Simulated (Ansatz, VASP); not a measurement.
## Fe in VASP and in Ansatz

The input INCAR:

```
ALGO = Normal
EDIFF = 1E-6
ENCUT = 520
GGA = PE
ISIF = 2
ISMEAR = 0
LASPH = True
LCHARG = False
LREAL = False
LWAVE = False
NBANDS = 15
NELM = 100
PREC = Accurate
SIGMA = 0.1
```

The input KPOINTS:

```
k-points
0
Gamma
  6 12 12
```

Contents of POSCAR:

```
Fe
1.0
    0.0000000000      3.5570000000      3.5570000000
    1.7785000000      0.0000000000      1.7785000000
    1.7785000000      1.7785000000      0.0000000000
Fe
2
Direct
    0.0000000000      0.0000000000      0.0000000000
    0.5000000000      0.0000000000      0.0000000000
```

Input for Ansatz:

```yaml
crystal:
  lattice:
    - [0.0, 3.557, 3.557]
    - [1.7785, 0.0, 1.7785]
    - [1.7785, 1.7785, 0.0]
  atoms:
    - { symbol: Fe, position: [0.0, 0.0, 0.0] }
    - { symbol: Fe, position: [0.5, 0.0, 0.0] }
hamiltonian:
  xc: pbe
  pseudopotentials: { kind: paw }
basis:
  ecutwfc: 420
kpoints:
  mp_grid: { grid: [6, 12, 12] }
scf:
  occupations: { method: gaussian, width: 0.1 }
  lower_state_search: "off"
output:
  forces: true
  stress: true
```

Alike in both runs: task single point; functional PBE; k mesh 6 × 12 × 12; occupations gaussian, width 0.1 eV; no spin polarisation.

```csv
,VASP,Ansatz
version,VASP 6.6.1,Ansatz 0.2.0
potentials or method,"VASP PAW PBE potentials, release 64 (Fe), cutoff 520 eV","PAW, plane waves, scalar-relativistic"
valence electrons in the cell,16,32
```

```tsv
	VASP	Ansatz	Ansatz less VASP
pressure (GPa)	-21.8	-21.6	+0.23
```

The functional is the same, so the differences come from potentials, cutoffs and numerics. VASP's potentials hold 16 valence electrons a cell and Ansatz's 32, so a difference there can come from the potentials and not from the codes.
